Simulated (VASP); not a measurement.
A run of VASP 6.6.1:

INCAR

```
SYSTEM = KI
PREC = Accurate
ENCUT = 520
EDIFF = 1E-6
ISMEAR = 0
SIGMA = 0.01
LREAL = .False.
LASPH = .True.
NELM = 100
ALGO = Normal
ISIF = 2
LWAVE = .False.
LCHARG = .True.
GGA = PE
LELF = .True.
LVHAR = .True.
NBANDS = 15
```

The input KPOINTS:

```
Automatic mesh
0
Gamma
  4 4 4
  0 0 0
```

File POSCAR:

```
KI
1.0
    0.0000000000      3.9658940644      3.9658940644
    3.9658940644      0.0000000000      3.9658940644
    3.9658940644      3.9658940644      0.0000000000
K I
1 1
Direct
    0.0000000000      0.0000000000      0.0000000000
    0.2500000000      0.2500000000      0.2500000000
```

Potentials or basis: VASP PAW PBE potentials, release 64 (K_sv, I).

Command:

```console
$ cat potpaw_PBE.64/K_sv/POTCAR potpaw_PBE.64/I/POTCAR > POTCAR
$ mpirun -np 1 vasp_std > vasp.out
```

Hardware: 1 thread of Intel(R) Xeon(R) Platinum 8488C (Sapphire Rapids), with other jobs on the host.

Question: Estimate the wall time of this run.

Answer: Run time: 14 s on 1 thread of Intel(R) Xeon(R) Platinum 8488C (Sapphire Rapids), with other jobs on the host, peak memory 0.25 GiB. Counts: scf iterations 13, k points 8.
